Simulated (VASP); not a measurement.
# Sr (Fm-3m) in VASP: further runs

Sr is run at these levels: PBE, r2SCAN+rVV10, PBE0; tasks: single point.

Everything below comes from runs of VASP 6.6.1. Logs are shortened: lines on timing, memory, paths and dates and some standing lists are left out, and cuts for length are marked.

## 1. The cell of the first run

The structure is cubic, space group Fm-3m (No. 225). The conventional cell has a = 6.085 Å, b = 6.085 Å, c = 6.085 Å, α = 90.00°, β = 90.00°, γ = 90.00°. Sr (site symmetry m-3m) has 12 Sr at 4.30 Å within 5.6 Å.

## 2. Single point, PBE, non-collinear spin, typed start, spin-orbit coupling

Input file INCAR:

```
SYSTEM = Sr
PREC = Accurate
ENCUT = 520
EDIFF = 1E-6
ISMEAR = -1
SIGMA = 0.05
LREAL = .FALSE.
LASPH = .TRUE.
NELM = 150
ALGO = Fast
ISIF = 2
LWAVE = .FALSE.
LCHARG = .FALSE.
MAGMOM = 0.354 0.354 0
LORBIT = 11
LSORBIT = .TRUE.
GGA_COMPAT = .FALSE.
LORBMOM = .TRUE.
GGA = PE
NBANDS = 21
```

Input file KPOINTS:

```
Automatic mesh
0
G
  8 8 8
  0 0 0
```

Input file POSCAR:

```
Sr
1.0
    0.0000000000      3.0423500000      3.0423500000
    3.0423500000      0.0000000000      3.0423500000
    3.0423500000      3.0423500000      0.0000000000
Sr
1
Direct
    0.0000000000      0.0000000000      0.0000000000
```

Potentials or basis: VASP PAW PBE potentials, release 64 (Sr_sv).

Started as:

```console
$ cat potpaw_PBE.64/Sr_sv/POTCAR > POTCAR
$ mpirun -np 1 vasp_ncl > vasp.out
```

OUTCAR:

```text
SYSTEM = Sr
   PREC = Accurate
   ENCUT = 520
   EDIFF = 1E-6
   ISMEAR = -1
   LREAL = .FALSE.
   LASPH = .TRUE.
   NELM = 150
   ISIF = 2
   LORBIT = 11
   LSORBIT = .TRUE.
   GGA = PE

 ion  position               nearest neighbor table
   1  0.000  0.000  0.000-

  LATTYP: Found a face centered cubic cell.
 ALAT       =     6.0847000000

  Lattice vectors:

 A1 = (   0.0000000000,   3.0423500000,   3.0423500000)
 A2 = (   3.0423500000,   0.0000000000,   3.0423500000)
 A3 = (   3.0423500000,   3.0423500000,   0.0000000000)

Analysis of symmetry for initial positions (statically):
=====================================================================
 Subroutine PRICEL returns:
 Original cell was already a primitive cell.

 Routine SETGRP: Setting up the symmetry group for a
 face centered cubic supercell.

 Subroutine GETGRP returns: Found 48 space group operations
 (whereof 48 operations were pure point group operations)
 out of a pool of 48 trial point group operations.

The static configuration has the point symmetry O_h .

Analysis of symmetry for dynamics (positions and initial velocities):
=====================================================================
 Subroutine PRICEL returns:
 Original cell was already a primitive cell.

 Routine SETGRP: Setting up the symmetry group for a
 face centered cubic supercell.

 Subroutine GETGRP returns: Found 48 space group operations
 (whereof 48 operations were pure point group operations)
 out of a pool of 48 trial point group operations.

The dynamic configuration has the point symmetry O_h .

Analysis of structural, dynamic, and magnetic symmetry:
=====================================================================
 Subroutine PRICEL returns:
 Original cell was already a primitive cell.

 Routine SETGRP: Setting up the symmetry group for a
 face centered cubic supercell.

 Subroutine GETGRP returns: Found  4 space group operations
 (whereof  4 operations were pure point group operations)
 out of a pool of 48 trial point group operations.

The overall configuration has the point symmetry C_2h.

 Subroutine INISYM returns: Found  4 space group operations
 (whereof  4 operations are pure point group operations),
 and found     1 'primitive' translations

[... 144 lines left out ...]
 cond. band min:       1.5106435372   @ k =   0.1250  -0.3750   0.2500
 fundamental gap:      0.0881600351
 Fermi energy:         1.4759443381

 k-point     1 :       0.0000    0.0000    0.0000
  band No.  band energies     occupation
      1     -35.1602      1.00000
      2     -35.1602      1.00000
      3     -17.8297      1.00000
      4     -17.8297      1.00000
      5     -16.6845      1.00000
      6     -16.6845      1.00000
[... 565 lines left out ...]
     20       5.9916      0.00000
     21       7.6852      0.00000

 [... further k-points ...]

------------------------ aborting loop because EDIFF is reached ----------------------------------------

  FORCE on cell =-STRESS in cart. coord.  units (eV):
  Direction    XX          YY          ZZ          XY          YZ          ZX
  --------------------------------------------------------------------------------------
  -------------------------------------------------------------------------------------
  Total       -0.1157365     -0.1157365     -0.1157633     -0.0000090      0.0000022     -0.0000022
  in kB       -3.2924831     -3.2924831     -3.2932435     -0.0002546      0.0000621     -0.0000621
  external PRESSURE =      -3.2927366 kB  Pullay stress =       0.0000000 kB

 VOLUME and BASIS-vectors are now :
 -----------------------------------------------------------------------------
  energy-cutoff  :      520.00
  volume of cell :       56.32
      direct lattice vectors                 reciprocal lattice vectors
     0.000000000  3.042350000  3.042350000    -0.164346640  0.164346640  0.164346640
     3.042350000  0.000000000  3.042350000     0.164346640 -0.164346640  0.164346640
     3.042350000  3.042350000  0.000000000     0.164346640  0.164346640 -0.164346640

 POSITION                                       TOTAL-FORCE (eV/Angst)
 -----------------------------------------------------------------------------------
      0.00000      0.00000      0.00000         0.000000     -0.000000      0.000000
 -----------------------------------------------------------------------------------
    total drift:                               -0.000000      0.000000      0.000000

  FREE ENERGIE OF THE ION-ELECTRON SYSTEM (eV)
  ---------------------------------------------------
  free  energy   TOTEN  =        -1.7327018938 eV

  energy  without entropy=       -1.7240293932  energy(sigma->0) =       -1.72836564

 orbital moment (x)

 # of ion     p       d       tot
 ----------------------------------------
  1         0.000   0.000   0.000
 ----------------------------------------
            0.000   0.000   0.000

 orbital moment (y)

 # of ion     p       d       tot
 ----------------------------------------
  1         0.000   0.000   0.000
 ----------------------------------------
            0.000   0.000   0.000

 orbital moment (z)

 # of ion     p       d       tot
 ----------------------------------------
  1         0.000  -0.000  -0.000
 ----------------------------------------
            0.000  -0.000  -0.000

 Spin-Orbit-Coupling matrix elements

 Ion:    1  E_soc:     -0.1771154
 l=   1
     0.0000000    -0.0295187    -0.0295187
    -0.0295187     0.0000000    -0.0295187
    -0.0295187    -0.0295187     0.0000000
 l=   2
     0.0000000     0.0000028     0.0000000     0.0000028    -0.0000033
     0.0000028     0.0000000    -0.0000025     0.0000028    -0.0000008
     0.0000000    -0.0000025     0.0000000    -0.0000025     0.0000000
     0.0000028     0.0000028    -0.0000025     0.0000000    -0.0000008
    -0.0000033    -0.0000008     0.0000000    -0.0000008     0.0000000
 l=   3
     0.0000000     0.0000000     0.0000000     0.0000000     0.0000000     0.0000000     0.0000000
     0.0000000     0.0000000     0.0000000     0.0000000     0.0000000     0.0000000     0.0000000
     0.0000000     0.0000000     0.0000000     0.0000000     0.0000000     0.0000000     0.0000000
     0.0000000     0.0000000     0.0000000     0.0000000     0.0000000     0.0000000     0.0000000
     0.0000000     0.0000000     0.0000000     0.0000000     0.0000000     0.0000000     0.0000000
     0.0000000     0.0000000     0.0000000     0.0000000     0.0000000     0.0000000     0.0000000
     0.0000000     0.0000000     0.0000000     0.0000000     0.0000000     0.0000000     0.0000000

 total charge

# of ion       s       p       d       tot
------------------------------------------
    1        2.064   5.733   0.127   7.923

 magnetization (x)

# of ion       s       p       d       tot
------------------------------------------
    1        0.000   0.000  -0.000   0.000

 magnetization (y)

# of ion       s       p       d       tot
------------------------------------------
    1        0.000   0.000  -0.000   0.000

 magnetization (z)

# of ion       s       p       d       tot
------------------------------------------
    1        0.000   0.000   0.000   0.000
```

OSZICAR:

```text
N       E                     dE             d eps       ncg     rms          rms(c)
DAV:   1     0.481778627415E+02    0.48178E+02   -0.44584E+03  6300   0.810E+02
DAV:   2     0.173902982933E+01   -0.46439E+02   -0.45444E+02  7902   0.189E+02
DAV:   3    -0.160594943049E+01   -0.33450E+01   -0.33186E+01 10818   0.345E+01
DAV:   4    -0.169099560741E+01   -0.85046E-01   -0.84798E-01  8341   0.475E+00
DAV:   5    -0.169278957613E+01   -0.17940E-02   -0.17936E-02  9313   0.553E-01    0.188E+01
RMM:   6    -0.172914576089E+01   -0.36356E-01   -0.17652E-02  6697   0.120E+00    0.111E+01
RMM:   7    -0.173192104595E+01   -0.27753E-02   -0.96038E-03  7322   0.956E-01    0.636E+00
RMM:   8    -0.173191861876E+01    0.24272E-05   -0.64732E-03  7640   0.101E+00    0.396E-01
RMM:   9    -0.173257050258E+01   -0.65188E-03   -0.19409E-03  8518   0.318E-01    0.143E-01
RMM:  10    -0.173264928342E+01   -0.78781E-04   -0.82385E-04  9079   0.139E-01    0.717E-02
RMM:  11    -0.173268818055E+01   -0.38897E-04   -0.18959E-04  9291   0.669E-02    0.416E-02
RMM:  12    -0.173269761161E+01   -0.94311E-05   -0.56673E-05 10523   0.292E-02    0.239E-02
RMM:  13    -0.173270206057E+01   -0.44490E-05   -0.12600E-05  9718   0.239E-02    0.134E-02
RMM:  14    -0.173270189384E+01    0.16673E-06   -0.51549E-06  9049   0.101E-02
   1 F= -.17327019E+01 E0= -.17283656E+01  d E =-.867250E-02  mag=     0.0000     0.0000     0.0000
```

Run time: 11 min. Hardware: 1 thread of Intel Xeon 8259CL, shared host; peak memory 0.47 GiB.

Results:

```
Free energy                                           : -1.7327 eV
Pressure                                              : -0.3 GPa
Net moment                                            : 0.00 μB per cell
Valence electrons inside the program's atomic spheres : Sr 7.92
```

Moments on the atoms (μB; x, y, z):
```
Sr  0.00 0.00 0.00
```

## 3. Single point, r2SCAN+rVV10

POSCAR is that of step 2.

Input file INCAR.step1:

```
SYSTEM = Sr
  ALGO = Normal
  EDIFF = 1E-5
  ENCUT = 550
  GGA = PE
  GGA_COMPAT = .False.
  ISMEAR = -1
  LASPH = .True.
  LCHARG = .False.
  LREAL = .False.
  LWAVE = .True.
  NBANDS = 11
  NELM = 120
  PREC = Accurate
  SIGMA = 0.1
```

Input file INCAR.step2:

```
SYSTEM = Sr
  ALGO = Normal
  BPARAM = 11.95
  CPARAM = 0.0093
  EDIFF = 1E-6
  ENCUT = 550
  GGA_COMPAT = .False.
  ISIF = 2
  ISMEAR = -1
  ISTART = 1
  IVDW_NL = 2
  LASPH = .True.
  LCHARG = .True.
  LELF = .True.
  LMIXTAU = .True.
  LREAL = .False.
  LUSE_VDW = .True.
  LVHAR = .True.
  LWAVE = .False.
  METAGGA = R2SCAN
  NBANDS = 11
  NELM = 120
  PREC = Accurate
  SIGMA = 0.1
```

Input file KPOINTS:

```
k-points
0
Gamma
  8 8 8
  0 0 0
```

Potentials or basis: VASP PAW PBE potentials, release 64 (Sr_sv).

Started as:

```console
$ cat potpaw_PBE.64/Sr_sv/POTCAR > POTCAR
$ cp INCAR.step1 INCAR
$ mpirun -np 1 vasp_std > vasp.out
$ cp INCAR.step2 INCAR
$ mpirun -np 1 vasp_std > vasp.out
```

Run time: 3.4 min. Hardware: 1 thread of Intel Xeon Platinum 8259CL at 2.50GHz (Skylake/Cascade Lake), shared host; peak memory 0.37 GiB.

The run converged. Its results:

```yaml
Free_energy: -14.8577 eV
Pressure: -0.1 GPa
Band_gap_on_the_k_mesh: zero (bands 5 and 6 overlap by 0.18 eV)
```

Levels at points of the mesh, in eV from the Fermi level:
```
           k point  band 1  band 2  band 3  band 4  band 5  band 6  band 7  band 8  band 9  band 10
(0.00, 0.00, 0.00)  -37.99  -19.25  -19.25  -19.25   -3.77    2.72    2.72    2.72    4.24     4.24
(0.50, 0.00, 0.00)  -37.97  -19.44  -19.27  -19.27   -1.02   -0.03    2.53    2.53    5.31     5.31
(0.50, 0.50, 0.00)  -37.97  -19.43  -19.32  -19.32   -0.54    0.55    1.03    5.31    5.61     5.61
```

Caveat: the PAW data sets were made with another functional, which shifts forces and pressure a little.

(Part 1 of 2 ends here.)
